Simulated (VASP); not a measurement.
# RbTl (Fm-3m) in VASP: a series of runs

Runs on RbTl. Level: PBE. Tasks: single point, relaxation of cell and atoms.

All numbers are computed with VASP 6.6.1; they aren't measurements. Logs are shortened: lines on timing, memory, paths and dates and some standing lists are left out, and cuts for length are marked.

## (1) The cell of the first run

Symmetry: Fm-3m, No. 225, cubic system. Conventional cell: a = 7.584 Å, b = 7.584 Å, c = 7.584 Å, α = 90.00°, β = 90.00°, γ = 90.00°. Within 5.0 Å of Rb (site symmetry m-3m) lie 6 Tl at 3.79 Å. Tl (site symmetry m-3m) has 6 Rb at 3.79 Å within 5.0 Å.

## (2) Single point, PBE

INCAR

```
SYSTEM = RbTl
PREC = Accurate
ENCUT = 520
EDIFF = 1E-6
ISMEAR = 0
SIGMA = 0.1
LREAL = .FALSE.
LASPH = .TRUE.
NELM = 100
ALGO = Normal
ISIF = 2
LWAVE = .FALSE.
LCHARG = .FALSE.
GGA = PE
NBANDS = 18
```

KPOINTS

```
regular mesh
0
G
  4 4 4
  0 0 0
```

POSCAR

```
RbTl
1.0
    0.0000000000      3.7917781266      3.7917781266
    3.7917781266      0.0000000000      3.7917781266
    3.7917781266      3.7917781266      0.0000000000
Rb Tl
1 1
Direct
    0.0000000000      0.0000000000      0.0000000000
    0.5000000000      0.5000000000      0.5000000000
```

Potentials or basis: VASP PAW PBE potentials, release 64 (Rb_sv, Tl_d).

On the command line:

```sh
cat potpaw_PBE.64/Rb_sv/POTCAR potpaw_PBE.64/Tl_d/POTCAR > POTCAR
mpirun -np 1 vasp_std > vasp.out
```

OUTCAR:

```text
SYSTEM = RbTl
   PREC = Accurate
   ENCUT = 520
   EDIFF = 1E-6
   ISMEAR = 0
   LREAL = .FALSE.
   LASPH = .TRUE.
   NELM = 100
   ISIF = 2
   GGA = PE

 ion  position               nearest neighbor table
   1  0.000  0.000  0.000-   2 3.79   2 3.79   2 3.79   2 3.79   2 3.79   2 3.79
   2  0.500  0.500  0.500-   1 3.79   1 3.79   1 3.79   1 3.79   1 3.79   1 3.79

  LATTYP: Found a face centered cubic cell.
 ALAT       =     7.5835562532

  Lattice vectors:

 A1 = (   0.0000000000,   3.7917781266,   3.7917781266)
 A2 = (   3.7917781266,   0.0000000000,   3.7917781266)
 A3 = (   3.7917781266,   3.7917781266,   0.0000000000)

Analysis of symmetry for initial positions (statically):
=====================================================================
 Subroutine PRICEL returns:
 Original cell was already a primitive cell.

 Routine SETGRP: Setting up the symmetry group for a
 face centered cubic supercell.

 Subroutine GETGRP returns: Found 48 space group operations
 (whereof 48 operations were pure point group operations)
 out of a pool of 48 trial point group operations.

The static configuration has the point symmetry O_h .

Analysis of symmetry for dynamics (positions and initial velocities):
=====================================================================
 Subroutine PRICEL returns:
 Original cell was already a primitive cell.

 Routine SETGRP: Setting up the symmetry group for a
 face centered cubic supercell.

 Subroutine GETGRP returns: Found 48 space group operations
 (whereof 48 operations were pure point group operations)
 out of a pool of 48 trial point group operations.

The dynamic configuration has the point symmetry O_h .

 Subroutine INISYM returns: Found 48 space group operations
 (whereof 48 operations are pure point group operations),
 and found     1 'primitive' translations

----------------------------------------------------------------------------------------

                                     Primitive cell

  volume of cell :     109.0332

  direct lattice vectors                    reciprocal lattice vectors
     0.000000000  3.791778127  3.791778127    -0.131864256  0.131864256  0.131864256
     3.791778127  0.000000000  3.791778127     0.131864256 -0.131864256  0.131864256
     3.791778127  3.791778127  0.000000000     0.131864256  0.131864256 -0.131864256

  length of vectors
     5.362384052  5.362384052  5.362384052     0.228395590  0.228395590  0.228395590

  position of ions in fractional coordinates (direct lattice)
     0.000000000  0.000000000  0.000000000
     0.500000000  0.500000000  0.500000000

  ion indices of the primitive-cell ions
   primitive index   ion index
                 1           1
                 2           2

----------------------------------------------------------------------------------------

 KPOINTS: regular mesh

Automatic generation of k-mesh.
 Grid dimensions read from file:
 generate k-points for:    4    4    4

 Generating k-lattice:

  Cartesian coordinates                     Fractional coordinates (reciprocal lattice)
    -0.032966064  0.032966064  0.032966064     0.250000000  0.000000000  0.000000000
     0.032966064 -0.032966064  0.032966064     0.000000000  0.250000000  0.000000000
     0.032966064  0.032966064 -0.032966064     0.000000000  0.000000000  0.250000000

  Length of vectors
     0.057098898  0.057098898  0.057098898

  Shift w.r.t. Gamma in fractional coordinates (k-lattice)
     0.000000000  0.000000000  0.000000000

 Subroutine IBZKPT returns following result:
 ===========================================

 Found      8 irreducible k-points:

 Following reciprocal coordinates:
            Coordinates               Weight
  0.000000  0.000000  0.000000      1.000000
  0.250000  0.000000  0.000000      8.000000
  0.500000  0.000000  0.000000      4.000000
  0.250000  0.250000  0.000000      6.000000
  0.500000  0.250000  0.000000     24.000000
 -0.250000  0.250000  0.000000     12.000000
  0.500000  0.500000  0.000000      3.000000
 -0.250000  0.500000  0.250000      6.000000
   k-points           NKPTS =      8   k-points in BZ     NKDIM =      8   number of bands    NBANDS=     18
   number of dos      NEDOS =    301   number of ions     NIONS =      2
   total plane-waves  NPLWV =  64000
   dimension x,y,z NGX =    40 NGY =   40 NGZ =   40
   dimension x,y,z NGXF=    80 NGYF=   80 NGZF=   80
   ions per type =               1   1
   NGX,Y,Z   is equivalent  to a cutoff of  12.40, 12.40, 12.40 a.u.
   NGXF,Y,Z  is equivalent  to a cutoff of  24.80, 24.80, 24.80 a.u.
 SYSTEM =  RbTl
   PREC   = accura    normal or accurate (medium, high low for compatibility)
   ISTART =      0    job   : 0-new  1-cont  2-samecut
   ICHARG =      2    charge: 1-file 2-atom 10-const
   ISPIN  =      1    spin polarized calculation?
   LNONCOLLINEAR =      F non collinear calculations
   LSORBIT =      F    spin-orbit coupling
   LASPH  =      T    aspherical Exc in radial PAW
[... 31 lines left out ...]
   LEPSILON=     F    determine dielectric tensor
   LRPA    =     F    only Hartree local field effects (RPA)
 non-spin polarized calculation
 Gauss-broadening in eV      SIGMA  =   0.10
  energy-cutoff  :      520.00
  volume of cell :      109.03
 maximum number of plane-waves:      2954
   NGX = 19   NGY = 19   NGZ = 19

 number of electron      22.0000002 magnetization

 Free energy of the ion-electron system (eV)
  ---------------------------------------------------
  ext. energy  EPLUGINS =         0.00000000
  ---------------------------------------------------
  free energy    TOTEN  =        -2.73836716 eV

  energy without entropy =       -2.72735584  energy(sigma->0) =       -2.73286150

 E-fermi :   1.4248     XC(G=0):  -7.0443

 val. band max:        1.4080735194   @ k =  -0.2500   0.5000   0.2500
 cond. band min:       1.6987272856   @ k =  -0.2500   0.5000   0.2500
 fundamental gap:      0.2906537662
 Fermi energy:         1.4247677374

 k-point     1 :       0.0000    0.0000    0.0000
  band No.  band energies     occupation
      1     -26.5089      2.00000
      2     -10.6089      2.00000
      3     -10.6089      2.00000
      4     -10.6089      2.00000
      5     -10.5601      2.00000
      6     -10.5601      2.00000
[... 10 lines left out ...]
     17       5.1348      0.00000
     18       6.2525      0.00000

 k-point     2 :       0.2500    0.0000    0.0000
  band No.  band energies     occupation
      1     -26.5079      2.00000
      2     -10.7430      2.00000
      3     -10.7430      2.00000
      4     -10.6787      2.00000
      5     -10.5337      2.00000
      6     -10.5337      2.00000
[... 10 lines left out ...]
     17       6.6294      0.00000
     18       7.4192      0.00000

 k-point     3 :       0.5000    0.0000    0.0000
  band No.  band energies     occupation
      1     -26.5069      2.00000
      2     -10.8066      2.00000
      3     -10.8066      2.00000
      4     -10.7345      2.00000
      5     -10.5297      2.00000
      6     -10.5297      2.00000
[... 10 lines left out ...]
     17       7.0045      0.00000
     18       7.4555      0.00000

 k-point     4 :       0.2500    0.2500    0.0000
  band No.  band energies     occupation
      1     -26.5076      2.00000
      2     -10.7839      2.00000
      3     -10.6361      2.00000
      4     -10.6361      2.00000
      5     -10.5575      2.00000
      6     -10.5394      2.00000
[... 10 lines left out ...]
     17       6.8605      0.00000
     18       6.8605      0.00000

 k-point     5 :       0.5000    0.2500    0.0000
  band No.  band energies     occupation
      1     -26.5067      2.00000
      2     -10.7584      2.00000
      3     -10.7492      2.00000
      4     -10.6941      2.00000
      5     -10.5339      2.00000
      6     -10.5277      2.00000
[... 10 lines left out ...]
     17       7.3080      0.00000
     18       7.4218      0.00000

 k-point     6 :      -0.2500    0.2500    0.0000
  band No.  band energies     occupation
      1     -26.5069      2.00000
      2     -10.8031      2.00000
      3     -10.7625      2.00000
      4     -10.6623      2.00000
      5     -10.5340      2.00000
      6     -10.5306      2.00000
[... 10 lines left out ...]
     17       6.2342      0.00000
     18       7.1656      0.00000

 k-point     7 :       0.5000    0.5000    0.0000
  band No.  band energies     occupation
      1     -26.5064      2.00000
      2     -10.6718      2.00000
      3     -10.6339      2.00000
      4     -10.6339      2.00000
      5     -10.5603      2.00000
      6     -10.5549      2.00000
[... 10 lines left out ...]
     17       7.8154      0.00000
     18       7.8316      0.00000

 k-point     8 :      -0.2500    0.5000    0.2500
  band No.  band energies     occupation
      1     -26.5064      2.00000
      2     -10.7790      2.00000
      3     -10.6657      2.00000
      4     -10.6657      2.00000
      5     -10.5589      2.00000
      6     -10.5248      2.00000
[... 10 lines left out ...]
     17       7.3823      0.00000
     18       7.8226      0.00000

------------------------ aborting loop because EDIFF is reached ----------------------------------------

  FORCE on cell =-STRESS in cart. coord.  units (eV):
  Direction    XX          YY          ZZ          XY          YZ          ZX
  --------------------------------------------------------------------------------------
  -------------------------------------------------------------------------------------
  Total        0.1126575      0.1126575      0.1126575     -0.0000000      0.0000000     -0.0000000
  in kB        1.6554343      1.6554343      1.6554343     -0.0000000      0.0000000     -0.0000000
  external PRESSURE =       1.6554343 kB  Pullay stress =       0.0000000 kB

 VOLUME and BASIS-vectors are now :
 -----------------------------------------------------------------------------
  energy-cutoff  :      520.00
  volume of cell :      109.03
      direct lattice vectors                 reciprocal lattice vectors
     0.000000000  3.791778127  3.791778127    -0.131864256  0.131864256  0.131864256
     3.791778127  0.000000000  3.791778127     0.131864256 -0.131864256  0.131864256
     3.791778127  3.791778127  0.000000000     0.131864256  0.131864256 -0.131864256

 POSITION                                       TOTAL-FORCE (eV/Angst)
 -----------------------------------------------------------------------------------
      0.00000      0.00000      0.00000        -0.000000      0.000000      0.000000
      3.79178      3.79178      3.79178         0.000000     -0.000000     -0.000000
 -----------------------------------------------------------------------------------
    total drift:                                0.000000     -0.000000      0.000000

  FREE ENERGIE OF THE ION-ELECTRON SYSTEM (eV)
  ---------------------------------------------------
  free  energy   TOTEN  =        -2.7383671593 eV

  energy  without entropy=       -2.7273558411  energy(sigma->0) =       -2.73286150
```

It took 14 s on 1 thread of Intel Xeon Platinum 8375C at 2.90GHz (Ice Lake), shared host; peak memory 0.23 GiB.

What came out:

- Free energy: -2.7384 eV
- Pressure: 0.2 GPa
- Band gap on the k mesh: zero (bands 11 and 12 overlap by 2.08 eV)

Levels at points of the mesh, in eV from the Fermi level:
```
           k point  band 9  band 10  band 11  band 12  band 13  band 14
(0.00, 0.00, 0.00)  -11.96    -6.75     2.06     2.06     2.06     2.35
(0.50, 0.00, 0.00)  -11.78    -6.15    -1.22     0.93     0.93     3.28
(0.50, 0.50, 0.00)  -11.95    -6.26    -0.45     1.06     1.06     2.10
```

Caveat: spin-orbit coupling is left out, which moves the levels of the heavy elements.

## (3) Single point, PBE

This run uses another cell than the first one, of 35.61 Å³/atom.

INCAR

```
ALGO = Normal
EDIFF = 1E-7
ENCUT = 520
GGA = PE
ISIF = 2
ISMEAR = 0
LASPH = True
LCHARG = False
LREAL = False
LWAVE = False
NBANDS = 18
NELM = 60
PREC = Accurate
SIGMA = 0.1
```

KPOINTS

```
k-points
0
Gamma
  6 6 6
```

POSCAR

```
RbTl
1.0
    0.0000000000      3.2899552804      3.2899552804
    3.2899552804      0.0000000000      3.2899552804
    3.2899552804      3.2899552804      0.0000000000
Rb Tl
1 1
Direct
    0.0000000000      0.0000000000      0.0000000000
    0.5000000000      0.5000000000      0.5000000000
```

Potentials or basis: VASP PAW PBE potentials, release 64 (Rb_sv, Tl_d).

On the command line:

```sh
cat potpaw_PBE.64/Rb_sv/POTCAR potpaw_PBE.64/Tl_d/POTCAR > POTCAR
mpirun -np 1 vasp_std > vasp.out
```

Wall time 19 s (1 thread of Intel Xeon Platinum 8375C at 2.90GHz (Ice Lake), shared host); peak memory 0.2 GiB.

Results (log left out):

| Property | Result |
| --- | --- |
| Free energy | -2.1408 eV |
| Pressure | 8.1 GPa |
| Band gap on the k mesh | zero (bands 11 and 12 overlap by 3.22 eV) |

Levels at points of the mesh, in eV from the Fermi level:
```csv
k point,band 9,band 10,band 11,band 12,band 13,band 14
"(0.00, 0.00, 0.00)",-11.98,-7.68,3.06,3.06,3.06,3.84
"(0.50, 0.00, 0.00)",-11.46,-5.97,-2.03,0.73,0.73,4.41
"(0.50, 0.50, 0.00)",-12.09,-6.70,-0.48,1.66,1.66,1.71
```

Caveat: the cell stands under pressure; spin-orbit coupling is left out, which moves the levels of the heavy elements.

## (4) Relaxation of cell and atoms, PBE

This run uses another cell than the first one, of 35.61 Å³/atom.

INCAR

```
PREC = Accurate
ENCUT = 600
EDIFF = 1E-7
ISMEAR = 0
SIGMA = 0.1
LREAL = False
LASPH = True
NELM = 60
ALGO = Fast
ISIF = 3
LWAVE = False
LCHARG = False
GGA = PE
IBRION = 2
NSW = 90
EDIFFG = -0.04
```

KPOINTS

```
Automatic mesh
0
Gamma
  4 4 4
```

POSCAR is that of step 3.

On the command line:

```sh
cat potpaw_PBE.64/Rb_sv/POTCAR potpaw_PBE.64/Tl_d/POTCAR > POTCAR
mpirun -np 1 vasp_std > vasp.out
```

It took 1.9 min on 1 thread of Intel Xeon Platinum 8375C at 2.90GHz (Ice Lake), shared host; peak memory 0.24 GiB.

Results (log left out):

| Item | Value |
| --- | --- |
| Free energy | -2.7342 eV |
| Relaxed volume | 56.72 Å³/atom |
| Relaxed cell | a = 5.434 Å, b = 5.434 Å, c = 5.434 Å, α = 60.00°, β = 60.00°, γ = 60.00° |
| Space group after relaxing (to 0.1 Å) | Fm-3m (No. 225) |
| Energy gained by relaxing | 346.5 meV/atom |
| Ionic steps | 5 |
| Pressure after relaxing | -0.1 GPa |
| Band gap on the k mesh | zero (bands 11 and 12 overlap by 1.99 eV) |

Step by step:
| step | energy change (eV) | largest force (eV/Å) | pressure (GPa) | volume (Å³) |
| --- | --- | --- | --- | --- |
| 1 | 0.0000 | 0.0000 | 8.37 | 71.22 |
| 2 | -0.5925 | 0.0000 | 1.96 | 92.18 |
| 3 | -0.6741 | 0.0000 | 0.70 | 102.43 |
| 4 | -0.6675 | 0.0000 | -0.57 | 125.17 |
| 5 | -0.6931 | 0.0000 | -0.08 | 113.44 |

Final structure:
```
Rb Tl
1.0
     0.00000    3.84223    3.84223
     3.84223    0.00000    3.84223
     3.84223    3.84223    0.00000
Rb Tl
1 1
Direct
  0.00000 0.00000 0.00000
  0.50000 0.50000 0.50000
```

Levels at points of the mesh, in eV from the Fermi level:
| k point | band 7 | band 8 | band 9 | band 10 | band 11 | band 12 | band 13 | band 14 | band 15 |
| --- | --- | --- | --- | --- | --- | --- | --- | --- | --- |
| (0.00, 0.00, 0.00) | -11.96 | -11.96 | -11.96 | -6.70 | 1.98 | 1.98 | 1.98 | 2.18 | 3.68 |
| (0.50, 0.00, 0.00) | -11.94 | -11.82 | -11.82 | -6.16 | -1.17 | 0.92 | 0.92 | 3.18 | 5.00 |
| (0.50, 0.50, 0.00) | -11.97 | -11.95 | -11.95 | -6.25 | -0.45 | 1.02 | 1.02 | 2.11 | 3.34 |

Caveat: the k points lie up to 0.35 Å⁻¹ apart in the final cell, too coarse for converged energies and pressures of a metal; the volume moved by over 15 % at a fixed basis, so the end points are rough; spin-orbit coupling is left out, which moves the levels of the heavy elements.

## (5) Single point, PBE

INCAR

```
PREC = Accurate ; ENCUT = 520
EDIFF = 1E-7 ; ISMEAR = 0
SIGMA = 0.1 ; LREAL = F
LASPH = T ; NELM = 80
ALGO = Fast ; ISIF = 2
LWAVE = F ; LCHARG = F
GGA = PE ; NBANDS = 18
```

KPOINTS

```
regular mesh
0
Gamma
  12 12 12
```

POSCAR

```
RbTl
1.0
    0.0000000000      3.7917781266      3.7917781266
    3.7917781266      0.0000000000      3.7917781266
    3.7917781266      3.7917781266      0.0000000000
Rb Tl
1 1
Direct
    0.0000000000      0.0000000000      0.0000000000
    0.5000000000      0.5000000000      0.5000000000
```

On the command line:

```sh
cat potpaw_PBE.64/Rb_sv/POTCAR potpaw_PBE.64/Tl_d/POTCAR > POTCAR
mpirun -np 1 vasp_std > vasp.out
```

It took 2.5 min on 1 thread of Intel Xeon Platinum 8375C at 2.90GHz (Ice Lake), shared host; peak memory 0.33 GiB.

Results (log left out):

```
Free energy            : -2.7833 eV
Pressure               : 0.0 GPa
Band gap on the k mesh : zero (bands 11 and 12 overlap by 2.16 eV)
```

Levels at points of the mesh, in eV from the Fermi level:
```tsv
k point	band 9	band 10	band 11	band 12	band 13	band 14
(0.00, 0.00, 0.00)	-12.03	-6.80	2.00	2.00	2.00	2.30
(0.50, 0.00, 0.00)	-11.84	-6.21	-1.27	0.87	0.87	3.23
(0.50, 0.50, 0.00)	-12.02	-6.32	-0.51	1.01	1.01	2.06
```

Caveat: spin-orbit coupling is left out, which moves the levels of the heavy elements.

## (6) Relaxation of cell and atoms, PBE

INCAR

```
SYSTEM = RbTl
PREC     = Accurate       ! precision mode
ENCUT    = 600            ! plane-wave cutoff, eV
EDIFF    = 1E-6           ! SCF threshold, eV
ISMEAR   = 0              ! smearing method
SIGMA    = 0.1            ! smearing width, eV
LREAL    = .False.        ! projectors in reciprocal space
LASPH    = .True.         ! aspherical terms in the spheres
NELM     = 60             ! most SCF steps
ALGO     = Fast           ! electronic algorithm
ISIF     = 3              ! what is computed and relaxed
LWAVE    = .False.        ! write WAVECAR
LCHARG   = .False.        ! write CHGCAR
GGA      = PE             ! functional
IBRION   = 2              ! ionic algorithm
NSW      = 100            ! ionic steps
EDIFFG   = -0.01          ! ionic threshold
```

KPOINTS

```
regular mesh
0
Gamma
  12 12 12
  0 0 0
```

POSCAR is that of step 5.

Potentials or basis: VASP PAW PBE potentials, release 64 (Rb_sv, Tl_d).

On the command line:

```sh
cat potpaw_PBE.64/Rb_sv/POTCAR potpaw_PBE.64/Tl_d/POTCAR > POTCAR
mpirun -np 1 vasp_std > vasp.out
```

It took 3.8 min on 1 thread of Intel Xeon Platinum 8375C at 2.90GHz (Ice Lake), shared host; peak memory 0.42 GiB.

Results (log left out):

- Free energy: -2.7834 eV
- Relaxed volume: 54.64 Å³/atom
- Relaxed cell: a = 5.366 Å, b = 5.366 Å, c = 5.366 Å, α = 60.00°, β = 60.00°, γ = 60.00°
- Space group after relaxing (to 0.1 Å): Fm-3m (No. 225)
- Energy gained by relaxing: 0.0 meV/atom
- Ionic steps: 2
- Pressure after relaxing: 0.0 GPa
- Band gap on the k mesh: zero (bands 11 and 12 overlap by 2.16 eV)

Final structure:
```
Rb Tl
1.0
     0.00000    3.79458    3.79458
     3.79458    0.00000    3.79458
     3.79458    3.79458    0.00000
Rb Tl
1 1
Direct
  0.00000 0.00000 0.00000
  0.50000 0.50000 0.50000
```

Levels at points of the mesh, in eV from the Fermi level:
```tsv
k point	band 7	band 8	band 9	band 10	band 11	band 12	band 13	band 14	band 15
(0.00, 0.00, 0.00)	-12.03	-12.03	-12.03	-6.80	2.00	2.00	2.00	2.29	3.66
(0.50, 0.00, 0.00)	-11.99	-11.84	-11.84	-6.21	-1.27	0.87	0.87	3.23	5.05
(0.50, 0.50, 0.00)	-12.03	-12.02	-12.02	-6.32	-0.50	1.01	1.01	2.06	3.44
```

Caveat: spin-orbit coupling is left out, which moves the levels of the heavy elements.

## (7) The runs side by side

```tsv
task	cell	k mesh	cutoff (eV)	gap on the mesh (eV)	pressure (GPa)	relaxed volume (Å³/atom)
single point	a = 5.362 Å, angles 60.0°, 2 atoms	4 × 4 × 4	520	none	0.2	-
single point	a = 4.653 Å, angles 60.0°, 2 atoms	6 × 6 × 6	520	none	8.1	-
relaxation of cell and atoms	relaxed from a = 4.653 Å, angles 60.0°, 2 atoms	4 × 4 × 4	600	none	-0.1	56.72
single point	a = 5.362 Å, angles 60.0°, 2 atoms	12 × 12 × 12	520	none	0.0	-
relaxation of cell and atoms	relaxed from a = 5.362 Å, angles 60.0°, 2 atoms	12 × 12 × 12	600	none	0.0	54.64
```

Alike in all rows: level PBE; potentials or basis VASP PAW PBE potentials, release 64 (Rb_sv, Tl_d); no spin polarisation; smearing gaussian 0.1 eV.

Caveats: some runs use coarse meshes; spin-orbit coupling is left out, which moves the levels of the heavy elements; the cell stands under pressure (at least some runs); the volume moved by over 15 % at a fixed basis, so the end points are rough (at least some runs).

Total energies depend on the potentials used, so only differences within one code and one set of settings carry meaning.
